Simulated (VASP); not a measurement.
Write the native input for VASP 6.6.1 that does the following.

```yaml
Task: single point
Functional: PBE
Potentials_or_basis: VASP PAW PBE potentials, release 64 (W_sv, C)
Cutoff: 520 eV
k_mesh: 2 × 2 × 2
Occupations: fermi-dirac, width 0.17 eV
Spin: no spin polarisation
Dipole_correction: no
Further_INCAR_settings: LREAL = Auto; ALGO = Normal; EDIFF = 1e-07; NBANDS = 86
```

The structure of WC lies in POSCAR:

```
WC
1.0
   -2.9549430000     -5.1181120000      0.0000000000
    4.4324150000     -2.5590560000      0.0000000000
    0.0000000000      0.0000000000      5.7954480000
W C
8 8
Direct
    0.7018274379      0.4993124684      0.0621867369
    0.7271576843      0.4960522670      0.5393198248
    0.4850150291     -0.0135836186      0.0428784798
    0.4573695428     -0.0303895441      0.5373700187
    0.2072339175      0.4921164679      0.0495388795
    0.2117746553      0.5021826781      0.5295535393
   -0.0263959312      0.0042192637      0.0500220173
   -0.0403485010     -0.0279368066      0.5630971066
    0.4503297614      0.6342814867      0.3217007555
    0.4671472067      0.6620754980      0.7838565716
    0.2283458221      0.1600592202      0.2882952276
    0.1901208494      0.1218965898      0.7866518688
   -0.0231508924      0.6409351183      0.2728175630
   -0.0142377877      0.6421393639      0.8216793594
    0.6826897939      0.1544777345      0.3198717338
    0.7092519917      0.1686437773      0.8123962116
```

These files were run (other wordings do the same):

INCAR

```
SYSTEM = WC
PREC = Accurate
ENCUT = 520
EDIFF = 1E-7
ISMEAR = -1
SIGMA = 0.17
LREAL = Auto
LASPH = .TRUE.
NELM = 100
ALGO = Normal
ISIF = 2
LWAVE = .FALSE.
LCHARG = .FALSE.
GGA = PE
NBANDS = 86
```

KPOINTS

```
regular mesh
0
G
  2 2 2
  0 0 0
```

Potentials or basis: VASP PAW PBE potentials, release 64 (W_sv, C).

The run is started by

```sh
$ cat potpaw_PBE.64/W_sv/POTCAR potpaw_PBE.64/C/POTCAR > POTCAR
$ mpirun -np 1 vasp_std > vasp.out
```

It gave:

```
Pressure               : -4.3 GPa
Largest force          : 5.346 eV/Å
Band gap on the k mesh : zero (bands 72 and 73 overlap by 0.08 eV)
```

Caveat: the k points lie up to 0.61 Å⁻¹ apart; spin-orbit coupling is left out, which moves the levels of the heavy elements; forces of over 1 eV/Å act on the atoms, so gaps and moduli don't describe the material at rest.

Run time: 2.8 min on 1 thread of AMD EPYC 9R45 96-Core Processor (Zen 5), on a shared host, peak memory 0.3 GiB.
